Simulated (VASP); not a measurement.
# F2 in VASP: a series of runs

Runs on F2. Level: PBEsol. Tasks: single point, relaxation of the atoms.

Everything below comes from runs of VASP 6.6.1. Logs are shortened: lines on timing, memory, paths and dates and some standing lists are left out, and cuts for length are marked.

**1. The cell of the first run**

The cell holds a molecule in a box, 2 atoms: a = 9.000 Å, b = 9.500 Å, c = 10.000 Å, α = 90.00°, β = 90.00°, γ = 90.00°.

**2. Single point, PBEsol**

The input, INCAR:

```
SYSTEM = F
PREC = Accurate ; ENCUT = 520
EDIFF = 1E-6 ; ISMEAR = 0
SIGMA = 0.05 ; LREAL = .FALSE.
LASPH = .TRUE. ; NELM = 100
ALGO = Normal ; ISIF = 2
LWAVE = .FALSE. ; LCHARG = .FALSE.
GGA = PS ; NBANDS = 14
```

The input, KPOINTS:

```
regular mesh
0
G
  1 1 1
  0 0 0
```

The input, POSCAR:

```
F
1.0
    9.0000000000      0.0000000000      0.0000000000
    0.0000000000      9.5000000000      0.0000000000
    0.0000000000      0.0000000000     10.0000000000
F
2
Direct
    0.5000000000      0.5000000000      0.4301058077
    0.5000000000      0.5000000000      0.5698941923
```

Potentials or basis: VASP PAW PBE potentials, release 64 (F).

The run is started by

```bash
$ cat potpaw_PBE.64/F/POTCAR > POTCAR
$ mpirun -np 1 vasp_gam > vasp.out
```

OUTCAR:

```text
SYSTEM = F
   PREC = Accurate
   ENCUT = 520
   EDIFF = 1E-6
   ISMEAR = 0
   LREAL = .FALSE.
   LASPH = .TRUE.
   NELM = 100
   ISIF = 2
   GGA = PS

 ion  position               nearest neighbor table
   1  0.500  0.500  0.430-   2 1.40
   2  0.500  0.500  0.570-   1 1.40

  LATTYP: Found a simple orthorhombic cell.
 ALAT       =     9.0000000000
 B/A-ratio  =     1.0555555556
 C/A-ratio  =     1.1111111111

  Lattice vectors:

 A1 = (   9.0000000000,   0.0000000000,   0.0000000000)
 A2 = (   0.0000000000,   9.5000000000,   0.0000000000)
 A3 = (   0.0000000000,   0.0000000000,  10.0000000000)

Analysis of symmetry for initial positions (statically):
=====================================================================
 Subroutine PRICEL returns:
 Original cell was already a primitive cell.

 Routine SETGRP: Setting up the symmetry group for a
 simple orthorhombic supercell.

 Subroutine GETGRP returns: Found  8 space group operations
 (whereof  8 operations were pure point group operations)
 out of a pool of  8 trial point group operations.

The static configuration has the point symmetry D_2h.

Analysis of symmetry for dynamics (positions and initial velocities):
=====================================================================
 Subroutine PRICEL returns:
 Original cell was already a primitive cell.

 Routine SETGRP: Setting up the symmetry group for a
 simple orthorhombic supercell.

 Subroutine GETGRP returns: Found  8 space group operations
 (whereof  8 operations were pure point group operations)
 out of a pool of  8 trial point group operations.

The dynamic configuration has the point symmetry D_2h.

 Subroutine INISYM returns: Found  8 space group operations
 (whereof  8 operations are pure point group operations),
 and found     1 'primitive' translations

----------------------------------------------------------------------------------------

                                     Primitive cell

  volume of cell :     855.0000

  direct lattice vectors                    reciprocal lattice vectors
     9.000000000  0.000000000  0.000000000     0.111111111  0.000000000  0.000000000
     0.000000000  9.500000000  0.000000000     0.000000000  0.105263158  0.000000000
     0.000000000  0.000000000 10.000000000     0.000000000  0.000000000  0.100000000

  length of vectors
     9.000000000  9.500000000 10.000000000     0.111111111  0.105263158  0.100000000

  position of ions in fractional coordinates (direct lattice)
     0.500000000  0.500000000  0.430105808
     0.500000000  0.500000000  0.569894192

  ion indices of the primitive-cell ions
   primitive index   ion index
                 1           1
                 2           2

----------------------------------------------------------------------------------------

 KPOINTS: regular mesh

Automatic generation of k-mesh.
 Grid dimensions read from file:
 generate k-points for:    1    1    1

 Generating k-lattice:

  Cartesian coordinates                     Fractional coordinates (reciprocal lattice)
     0.111111111  0.000000000  0.000000000     1.000000000  0.000000000  0.000000000
     0.000000000  0.105263158  0.000000000     0.000000000  1.000000000  0.000000000
     0.000000000  0.000000000  0.100000000     0.000000000  0.000000000  1.000000000

  Length of vectors
     0.111111111  0.105263158  0.100000000

  Shift w.r.t. Gamma in fractional coordinates (k-lattice)
     0.000000000  0.000000000  0.000000000

 Subroutine IBZKPT returns following result:
 ===========================================

 Found      1 irreducible k-points:

 Following reciprocal coordinates:
            Coordinates               Weight
  0.000000  0.000000  0.000000      1.000000
   k-points           NKPTS =      1   k-points in BZ     NKDIM =      1   number of bands    NBANDS=     14
   number of dos      NEDOS =    301   number of ions     NIONS =      2
   total plane-waves  NPLWV = 403200
   dimension x,y,z NGX =    70 NGY =   72 NGZ =   80
   dimension x,y,z NGXF=   140 NGYF=  144 NGZF=  160
   ions per type =               2
   NGX,Y,Z   is equivalent  to a cutoff of  12.93, 12.60, 13.30 a.u.
   NGXF,Y,Z  is equivalent  to a cutoff of  25.86, 25.20, 26.60 a.u.
 SYSTEM =  F
   PREC   = accura    normal or accurate (medium, high low for compatibility)
   ISTART =      0    job   : 0-new  1-cont  2-samecut
   ICHARG =      2    charge: 1-file 2-atom 10-const
   ISPIN  =      1    spin polarized calculation?
   LNONCOLLINEAR =      F non collinear calculations
   LSORBIT =      F    spin-orbit coupling
   LASPH  =      T    aspherical Exc in radial PAW
   ENCUT  =  520.0 eV  38.22 Ry    6.18 a.u.  16.73 17.66 18.59*2*pi/ulx,y,z
   NELM   =    100;   NELMIN=  2; NELMDL= -5     # of ELM steps
   EDIFF  = 0.1E-05   stopping-criterion for ELM
   LREAL  =      F    real-space projection
   EDIFFG = 0.1E-04   stopping-criterion for IOM
   NSW    =      0    number of steps for IOM
   IBRION =     -1    ionic relax: 0-MD 1-quasi-New 2-CG
   NFREE  =      0    steps in history (QN), initial steepest desc. (CG)
   ISIF   =      2    stress and relaxation
   ISYM   =      2    0-nonsym 1-usesym 2-fastsym
   POTIM  = 0.5000    time-step for ionic-motion
   TEBEG  =    0.0;   TEEND  =   0.0 temperature during run
   PSTRESS=    0.0 pullay stress
   NELECT =      14.0000    total number of electrons
   NUPDOWN=      -1.0000    fix difference up-down
   EMIN   =  10.00;   EMAX   =-10.00  energy-range for DOS
   EFERMI =   0.00;   METHOD = LEGACY
   ISMEAR =     0;   SIGMA  =   0.05  broadening in eV -4-tet -1-fermi 0-gaus
   EFERMI_NEDOS =   21; number of points for ismear=-14 and -15
   IALGO  =     38    algorithm
   IMIX   =      4    mixing-type and parameters
     AMIX     =   0.40;   BMIX     =  1.00
     AMIX_MAG =   1.60;   BMIX_MAG =  1.00
  volume/ion in A,a.u.               =     427.50      2884.91
  Fermi-wavevector in a.u.,A,eV,Ry     =   0.415715  0.785587  2.351342  0.172819
  Thomas-Fermi vector in A             =   1.374838
   LORBIT       =      0    0 simple, 1 ext, 2 COOP (PROOUT), +10 PAW based schemes
   GGA     = PS    functional components
   LHFCALC =     F    Hartree Fock is set to
   AEXX    =    0.0000 exact exchange contribution
   IVDW    =     0    specifies the selected vdW correction
   LEPSILON=     F    determine dielectric tensor
   LRPA    =     F    only Hartree local field effects (RPA)
 non-spin polarized calculation
 Gauss-broadening in eV      SIGMA  =   0.05
  energy-cutoff  :      520.00
  volume of cell :      855.00
 maximum number of plane-waves:     11510
 NGX is ok and might be reduce to    70
   NGX = 33   NGY = 35   NGZ = 37

 number of electron      13.9999997 magnetization

 Free energy of the ion-electron system (eV)
  ---------------------------------------------------
  ext. energy  EPLUGINS =         0.00000000
  ---------------------------------------------------
  free energy    TOTEN  =        -3.86410012 eV

  energy without entropy =       -3.86410012  energy(sigma->0) =       -3.86410012

 E-fermi :  -8.9103     XC(G=0):  -0.6017

 val. band max:       -9.1743121895   @ k =   0.0000   0.0000   0.0000
 cond. band min:      -5.5139862735   @ k =   0.0000   0.0000   0.0000
 fundamental gap:      3.6603259161
 Fermi energy:        -8.9102854475

 k-point     1 :       0.0000    0.0000    0.0000
  band No.  band energies     occupation
      1     -34.0195      2.00000
      2     -27.2957      2.00000
      3     -15.3502      2.00000
      4     -12.7337      2.00000
      5     -12.7337      2.00000
      6      -9.1743      2.00000
      7      -9.1743      2.00000
      8      -5.5140      0.00000
      9      -0.2632      0.00000
     10       1.2301      0.00000
     11       1.2856      0.00000
     12       1.3872      0.00000
     13       1.5389      0.00000
     14       1.5565      0.00000

------------------------ aborting loop because EDIFF is reached ----------------------------------------

  FORCE on cell =-STRESS in cart. coord.  units (eV):
  Direction    XX          YY          ZZ          XY          YZ          ZX
  --------------------------------------------------------------------------------------
  -------------------------------------------------------------------------------------
  Total       -0.1222797     -0.1207563      0.5264895      0.0000000      0.0000000      0.0000000
  in kB       -0.2291390     -0.2262843      0.9865843      0.0000000      0.0000000      0.0000000
  external PRESSURE =       0.1770537 kB  Pullay stress =       0.0000000 kB

 VOLUME and BASIS-vectors are now :
 -----------------------------------------------------------------------------
  energy-cutoff  :      520.00
  volume of cell :      855.00
      direct lattice vectors                 reciprocal lattice vectors
     9.000000000  0.000000000  0.000000000     0.111111111  0.000000000  0.000000000
     0.000000000  9.500000000  0.000000000     0.000000000  0.105263158  0.000000000
     0.000000000  0.000000000 10.000000000     0.000000000  0.000000000  0.100000000

 POSITION                                       TOTAL-FORCE (eV/Angst)
 -----------------------------------------------------------------------------------
      4.50000      4.75000      4.30106         0.000000      0.000000     -0.448040
      4.50000      4.75000      5.69894         0.000000      0.000000      0.448040
 -----------------------------------------------------------------------------------
    total drift:                                0.000000      0.000000      0.000000

  FREE ENERGIE OF THE ION-ELECTRON SYSTEM (eV)
  ---------------------------------------------------
  free  energy   TOTEN  =        -3.8641001179 eV

  energy  without entropy=       -3.8641001179  energy(sigma->0) =       -3.86410012
```

Run time: 24 s. Hardware: 1 thread of AMD EPYC 9R45 (Zen 5), shared host; peak memory 0.72 GiB.

What came out:

- Free energy: -3.8641 eV
- Largest force: 0.448 eV/Å
- Gap between the frontier levels: 3.66 eV

Forces on the atoms (eV/Å):
```
F    0.000  0.000 -0.448
F    0.000  0.000  0.448
```

Caveat: the PAW data sets were made with another functional, which shifts forces and pressure a little.

**3. Relaxation of the atoms, PBEsol**

The input, INCAR:

```
SYSTEM = F
ALGO = Normal
EDIFF = 1E-7
EDIFFG = -0.02
ENCUT = 520
GGA = PS
IBRION = 2
ISIF = 2
ISMEAR = 0
LASPH = .TRUE.
LCHARG = .FALSE.
LREAL = .FALSE.
LWAVE = .FALSE.
NELM = 80
NSW = 80
PREC = Accurate
SIGMA = 0.05
```

The input, KPOINTS:

```
k-points
0
G
  1 1 1
  0 0 0
```

The input, POSCAR:

```
F
1.0
    9.0000000000      0.0000000000      0.0000000000
    0.0000000000      9.5000000000      0.0000000000
    0.0000000000      0.0000000000     10.0000000000
F
2
Direct
    0.5000000000      0.5000000000      0.4290000000
    0.5000000000      0.5000000000      0.5710000000
```

Potentials or basis: VASP PAW PBE potentials, release 64 (F).

The run is started by

```bash
$ cat potpaw_PBE.64/F/POTCAR > POTCAR
$ mpirun -np 1 vasp_gam > vasp.out
```

OUTCAR:

```text
SYSTEM = F
   EDIFF = 1E-7
   EDIFFG = -0.02
   ENCUT = 520
   GGA = PS
   IBRION = 2
   ISIF = 2
   ISMEAR = 0
   LASPH = .TRUE.
   LREAL = .FALSE.
   NELM = 80
   NSW = 80
   PREC = Accurate

 ion  position               nearest neighbor table
   1  0.500  0.500  0.429-   2 1.42
   2  0.500  0.500  0.571-   1 1.42

  LATTYP: Found a simple orthorhombic cell.
 ALAT       =     9.0000000000
 B/A-ratio  =     1.0555555556
 C/A-ratio  =     1.1111111111

  Lattice vectors:

 A1 = (   9.0000000000,   0.0000000000,   0.0000000000)
[... 161 lines left out ...]
  --------------------------------------------------------------------------------------
  -------------------------------------------------------------------------------------
  Total       -0.1209817     -0.1199428     -0.6394000      0.0000000      0.0000000      0.0000000
  in kB       -0.2267066     -0.2247597     -1.1981662      0.0000000      0.0000000      0.0000000
  external PRESSURE =      -0.5498775 kB  Pullay stress =       0.0000000 kB
[... 59 lines left out ...]
--------------------------------------- Ionic step        3  -------------------------------------------

 number of electron      13.9999997 magnetization

 Free energy of the ion-electron system (eV)
  ---------------------------------------------------
  ext. energy  EPLUGINS =         0.00000000
  ---------------------------------------------------
  free energy    TOTEN  =        -3.86666401 eV

  energy without entropy =       -3.86666401  energy(sigma->0) =       -3.86666401

 E-fermi :  -8.9222     XC(G=0):  -0.5972

 val. band max:       -9.2242336879   @ k =   0.0000   0.0000   0.0000
 cond. band min:      -5.7113832468   @ k =   0.0000   0.0000   0.0000
 fundamental gap:      3.5128504411
 Fermi energy:        -8.9222385758

 k-point     1 :       0.0000    0.0000    0.0000
  band No.  band energies     occupation
      1     -33.8630      2.00000
      2     -27.3749      2.00000
      3     -15.3062      2.00000
      4     -12.6730      2.00000
      5     -12.6730      2.00000
      6      -9.2242      2.00000
      7      -9.2242      2.00000
      8      -5.7114      0.00000
      9      -0.2610      0.00000
     10       1.2311      0.00000
     11       1.2917      0.00000
[... 27 lines left out ...]
  FREE ENERGIE OF THE ION-ELECTRON SYSTEM (eV)
  ---------------------------------------------------
  free  energy   TOTEN  =        -3.8666640107 eV

  energy  without entropy=       -3.8666640107  energy(sigma->0) =       -3.86666401

 reached required accuracy - stopping structural energy minimisation
```

CONTCAR:

```text
F
   1.00000000000000
     9.0000000000000000    0.0000000000000000    0.0000000000000000
     0.0000000000000000    9.5000000000000000    0.0000000000000000
     0.0000000000000000    0.0000000000000000   10.0000000000000000
  F
     2
Direct
     0.5000000000000000    0.5000000000000000    0.4295273933220039
     0.5000000000000000    0.5000000000000000    0.5704726066779962

  0.00000000E+00  0.00000000E+00  0.00000000E+00
  0.00000000E+00  0.00000000E+00  0.00000000E+00
```

Wall time 60 s (1 thread of AMD EPYC 9R45 (Zen 5), shared host); peak memory 0.75 GiB.

What came out:

* Free energy: -3.8667 eV
* Energy gained by relaxing: 1.0 meV/atom
* Ionic steps: 3
* Gap between the frontier levels: 3.51 eV

Step by step:
| step | energy change (eV) | largest force (eV/Å) | pressure (GPa) |
| --- | --- | --- | --- |
| 1 | 0.0000 | 0.3810 | -0.05 |
| 2 | 0.0115 | 1.0617 | 0.07 |
| 3 | -0.0020 | 0.0004 | -0.02 |

Final structure:
```yaml
crystal:
  lattice:
    - [9.00000, 0.00000, 0.00000]
    - [0.00000, 9.50000, 0.00000]
    - [0.00000, 0.00000, 10.00000]
  atoms:
    - { symbol: F, position: [0.50000, 0.50000, 0.42953] }
    - { symbol: F, position: [0.50000, 0.50000, 0.57047] }
```

Caveat: the PAW data sets were made with another functional, which shifts forces and pressure a little.
